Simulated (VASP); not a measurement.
# HC20 in VASP: a series of runs, part 2 of 2

VASP 6.6.1.

## (3) Single point, PBE+D3(BJ)

Input file INCAR:

```
SYSTEM = HC20
PREC     = Accurate       ! precision mode
ENCUT    = 520            ! plane-wave cutoff, eV
EDIFF    = 1E-6           ! SCF threshold, eV
ISMEAR   = 0              ! smearing method
SIGMA    = 0.1            ! smearing width, eV
LREAL    = Auto         
LASPH    = .TRUE.         ! aspherical terms in the spheres
NELM     = 60             ! most SCF steps
ALGO     = Normal         ! electronic algorithm
ISIF     = 2              ! what is computed and relaxed
LWAVE    = .FALSE.        ! write WAVECAR
LCHARG   = .TRUE.         ! write CHGCAR
LDIPOL   = .TRUE.       
IDIPOL   = 3            
DIPOL    = 0.5 0.5 0.303
GGA      = PE             ! functional
IVDW     = 12             ! dispersion correction
LELF     = .TRUE.         ! ELF
LVHAR    = .TRUE.       
LVACPOTAV= .TRUE.       
NBANDS   = 56             ! bands
```

Input file KPOINTS:

```
regular mesh
0
G
  6 4 1
  0 0 0
```

Input file POSCAR:

```
HC20
1.0
    4.9292027291      0.0000000000      0.0000000000
    0.0000000000      6.8054113579      0.0000000000
    0.0000000000      0.0000000000     22.2346643469
C H
20 1
Direct
    0.3122885183      0.2500141188      0.1798992752
    0.8122885183      0.2500141188      0.1798992752
    0.0622635010      0.2500141188      0.2119095571
    0.5622635010      0.2500141188      0.2119095571
    0.1871989222      0.7499858812      0.2279080302
    0.6871989222      0.7499858812      0.2279080302
    0.4371739048      0.7499858812      0.2599183120
    0.9371739048      0.7499858812      0.2599183120
    0.0621093260      0.2500141188      0.2759167852
    0.5621093260      0.2500141188      0.2759167852
    0.3120409925      0.2500133946      0.3071026518
    0.8120409925      0.2500133946      0.3071026518
    0.4371093881      0.7499905632      0.3309339292
    0.9371093881      0.7499905632      0.3309339292
    0.1866551682      0.7499900467      0.3565506911
    0.6866551682      0.7499900467      0.3565506911
    0.3119519864      0.2500147752      0.3740490919
    0.8119519864      0.2500147752      0.3740490919
    0.0621664184      0.2500173699      0.4018349100
    0.5621664184      0.2500173699      0.4018349100
    0.3954997517      0.7500173699      0.5142719570
```

Potentials or basis: VASP PAW PBE potentials, release 64 (C, H).

Started as:

```sh
$ cat potpaw_PBE.64/C/POTCAR potpaw_PBE.64/H/POTCAR > POTCAR
$ mpirun -np 1 vasp_std > vasp.out
```

It took 13 min on 1 thread of AMD EPYC 9R45 (Zen 5), shared host; peak memory 0.87 GiB.

It converged, with:

| Quantity | Value |
| --- | --- |
| Free energy | -162.5501 eV |
| Largest force | 3.404 eV/Å |
| Band gap on the k mesh | zero (an odd number of electrons rules out a gap without spin polarisation) |
| Dispersion energy per atom | -0.103 eV |

Forces on the atoms (eV/Å):
```
C   -0.055  0.000  1.865
C   -0.042  0.000  1.852
C    0.050  0.000 -3.377
C    0.037  0.000 -3.404
C    0.036  0.000  3.204
C    0.095  0.000  3.178
C   -0.032  0.000 -3.095
C   -0.095  0.000 -3.223
C    0.004  0.000  1.466
C   -0.002  0.000  1.472
C   -0.001  0.000  0.050
C    0.002  0.000  0.039
C    0.033  0.000 -0.070
C   -0.023  0.000  0.081
C    0.020  0.000  0.129
C   -0.013  0.000 -0.005
C   -0.001  0.000 -0.013
C    0.005  0.000 -0.012
C    0.014  0.000  0.022
C   -0.017  0.000  0.060
H   -0.014  0.000 -0.216
```

Levels at points of the mesh, in eV from the Fermi level:
```
           k point  band 38  band 39  band 40  band 41  band 42  band 43
(0.00, 0.00, 0.00)    -0.32    -0.29    -0.05     0.17     0.21     0.64
(0.50, 0.00, 0.00)    -0.80    -0.13    -0.06     0.02     0.07     0.15
(0.00, 0.50, 0.00)    -0.30    -0.29    -0.05     0.11     0.25     0.65
(0.50, 0.50, 0.00)    -0.74    -0.05    -0.04     0.04     0.06     0.06
```

Caveat: an odd number of electrons without spin polarisation forces a metal; a magnetic or distorted state may lie lower.

## (4) Single point, PBE+D3(BJ)

Input file INCAR:

```
ALGO = Fast ; DIPOL = 0.5 0.5 0.303
EDIFF = 1E-6 ; ENCUT = 520
GGA = PE ; IDIPOL = 3
ISIF = 2 ; ISMEAR = 0
IVDW = 12 ; LASPH = True
LCHARG = False ; LDIPOL = True
LREAL = Auto ; LWAVE = False
NBANDS = 56 ; NELM = 80
PREC = Accurate ; SIGMA = 0.1
```

Input file KPOINTS:

```
k-points
0
Gamma
  6 4 1
```

POSCAR, as its differences from that of step 3:

```diff
@@ -28,2 +28,2 @@
     0.5621664184      0.2500173699      0.4018349100
-    0.3954997517      0.7500173699      0.5142719570
+    0.2288330851      0.7500173699      0.5142719570
```

Started as:

```sh
$ cat potpaw_PBE.64/C/POTCAR potpaw_PBE.64/H/POTCAR > POTCAR
$ mpirun -np 1 vasp_std > vasp.out
```

Run time: 35 min. Hardware: 1 thread of Oxide Virtual Turin-like, shared host; peak memory 0.86 GiB.

Results (log left out):

- Free energy: -162.5751 eV
- Largest force: 3.407 eV/Å
- Band gap on the k mesh: zero (an odd number of electrons rules out a gap without spin polarisation)
- Dispersion energy per atom: -0.103 eV

Forces in eV/Å, atoms in the order of the input:
```
C   -0.040  0.000  1.867
C   -0.058  0.000  1.854
C    0.052  0.000 -3.407
C    0.035  0.000 -3.380
C    0.057  0.000  3.248
C    0.076  0.000  3.142
C    0.047  0.000 -3.169
C   -0.175  0.000 -3.198
C    0.002  0.000  1.472
C   -0.001  0.000  1.471
C   -0.001  0.000  0.047
C    0.004  0.000  0.035
C    0.103  0.000  0.013
C   -0.091  0.000  0.049
C    0.006  0.000  0.325
C   -0.003  0.000 -0.134
C    0.009  0.000 -0.007
C   -0.004  0.000 -0.011
C    0.015  0.000  0.051
C   -0.014  0.000  0.025
H   -0.021  0.000 -0.292
```

Levels at points of the mesh, in eV from the Fermi level:
| k point | band 36 | band 37 | band 38 | band 39 | band 40 | band 41 | band 42 | band 43 | band 44 | band 45 |
| --- | --- | --- | --- | --- | --- | --- | --- | --- | --- | --- |
| (0.00, 0.00, 0.00) | -1.14 | -0.45 | -0.32 | -0.29 | -0.07 | 0.17 | 0.22 | 0.64 | 0.70 | 0.89 |
| (0.50, 0.00, 0.00) | -1.62 | -0.85 | -0.78 | -0.13 | -0.06 | 0.02 | 0.07 | 0.15 | 0.59 | 0.64 |
| (0.00, 0.50, 0.00) | -1.19 | -0.45 | -0.30 | -0.29 | -0.07 | 0.13 | 0.24 | 0.65 | 0.68 | 1.07 |
| (0.50, 0.50, 0.00) | -1.61 | -0.79 | -0.73 | -0.05 | -0.04 | 0.03 | 0.06 | 0.06 | 0.63 | 0.67 |

Caveat: an odd number of electrons without spin polarisation forces a metal; a magnetic or distorted state may lie lower.

## (5) Overview

| cell | gap on the mesh (eV) | largest force (eV/Å) |
| --- | --- | --- |
| as given, atomic positions A | none | 3.81 |
| as given, atomic positions B | none | 3.40 |
| as given, atomic positions C | none | 3.41 |

Alike in all rows: task single point; level PBE+D3(BJ); potentials or basis VASP PAW PBE potentials, release 64 (C, H); no spin polarisation; k mesh 6 × 4 × 1; cutoff (eV) 520; smearing gaussian 0.1 eV.

Caveats: an odd number of electrons without spin polarisation forces a metal; a magnetic or distorted state may lie lower.

Absolute energies hang on the potentials; compare differences alone.
